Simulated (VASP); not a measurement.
Input of a VASP 6.6.1 run:

INCAR

```
PREC = Accurate ; ENCUT = 600
EDIFF = 1E-6 ; ISMEAR = -1
SIGMA = 0.05 ; LREAL = F
LASPH = T ; NELM = 120
ALGO = Normal ; ISIF = 2
LWAVE = F ; LCHARG = F
GGA = CA ; NBANDS = 16
GGA_COMPAT = F
```

The input KPOINTS:

```
regular mesh
0
Gamma
  4 4 4
```

POSCAR

```
SrMg3
1.0
    4.8273102608      0.0000000000      0.0000000000
    0.0000000000      4.8273102608      0.0000000000
    0.0000000000      0.0000000000      4.8273102608
Sr Mg
1 3
Direct
    0.0000000000      0.0000000000      0.0000000000
    0.0000000000      0.5000000000      0.5000000000
    0.5000000000      0.0000000000      0.5000000000
    0.5000000000      0.5000000000      0.0000000000
```

Potentials or basis: VASP PAW LDA potentials, release 64 (Sr_sv, Mg).

Launch:

```console
$ cat potpaw_LDA.64/Sr_sv/POTCAR potpaw_LDA.64/Mg/POTCAR > POTCAR
$ mpirun -np 1 vasp_std > vasp.out
```

(1) Estimate the band gap on the k mesh.

(2) What does it give for the pressure?

Answers

(1) zero (bands 8 and 9 overlap by 0.89 eV).

(2) -0.2 GPa.
